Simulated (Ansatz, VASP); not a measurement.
**One calculation of Cd5O2, two programs**

The input INCAR:

```
PREC = Accurate
ENCUT = 520
EDIFF = 1E-7
ISMEAR = 0
SIGMA = 0.2
LREAL = F
LASPH = T
NELM = 80
ALGO = Normal
ISIF = 2
LWAVE = F
LCHARG = F
GGA = PE
NBANDS = 45
```

KPOINTS

```
regular mesh
0
Gamma
  6 6 2
```

Contents of POSCAR:

```
Cd5O2
1.0
    3.3574763418      0.0000000000      0.0000000000
   -1.6787381709      2.9076598046      0.0000000000
    0.0000000000      0.0000000000     12.7565072060
Cd O
5 2
Direct
    0.0000000000      0.0000000000      0.0000000000
    0.3333333333      0.6666666667      0.2198482721
    0.6666666667      0.3333333333      0.7801517279
    0.6666666667      0.3333333333      0.4070740540
    0.3333333333      0.6666666667      0.5929259460
    0.3333333333      0.6666666667      0.8909591971
    0.6666666667      0.3333333333      0.1090408029
```

Input for Ansatz:

```yaml
crystal:
  lattice:
    - [3.3574763418, 0.0, 0.0]
    - [-1.6787381709, 2.9076598046, 0.0]
    - [0.0, 0.0, 12.756507206]
  atoms:
    - { symbol: Cd, position: [0.0, 0.0, 0.0] }
    - { symbol: Cd, position: [0.3333333333, 0.6666666667, 0.2198482721] }
    - { symbol: Cd, position: [0.6666666667, 0.3333333333, 0.7801517279] }
    - { symbol: Cd, position: [0.6666666667, 0.3333333333, 0.407074054] }
    - { symbol: Cd, position: [0.3333333333, 0.6666666667, 0.592925946] }
    - { symbol: O, position: [0.3333333333, 0.6666666667, 0.8909591971] }
    - { symbol: O, position: [0.6666666667, 0.3333333333, 0.1090408029] }
basis:
  ecutwfc: 420
kpoints:
  mp_grid: { grid: [6, 6, 2] }
hamiltonian:
  xc: pbe
scf:
  occupations: { method: gaussian, width: 0.2 }
  lower_state_search: "off"
output:
  forces: true
  stress: true
  eigenvalues: true
```

Alike in both runs: task single point; functional PBE; k mesh 6 × 6 × 2; occupations gaussian, width 0.2 eV; no spin polarisation.

|  | VASP | Ansatz |
| --- | --- | --- |
| version | VASP 6.6.1 | Ansatz 0.2.0 |
| potentials or method | VASP PAW PBE potentials, release 64 (Cd, O), cutoff 520 eV | scalar-relativistic, plane waves, PAW |
| valence electrons in the cell | 72 | 112 |

Ansatz gave:

```
gap on the k mesh at the Fermi level (eV)                     : none
pressure (GPa)                                                : 0.0
traceless stress, the component that is largest in VASP (GPa) : -0.63
rms of the force components (eV/Å)                            : 0.016
```

**Question.** What did VASP give for the same quantities?

**Answer.** gap on the k mesh at the Fermi level (eV): none; pressure (GPa): 0.6; traceless stress, the component that is largest in VASP (GPa): -0.59; rms of the force components (eV/Å): 0.030.

Atom by atom the forces differ by 0.017 eV/Å (rms over components). A gap of «none» marks a metal or a gap that the smearing closes. VASP's potentials hold 72 valence electrons a cell and Ansatz's 112, so a difference there can come from the potentials and not from the codes.

The k mesh is coarse, so the values compare programs but aren't converged.
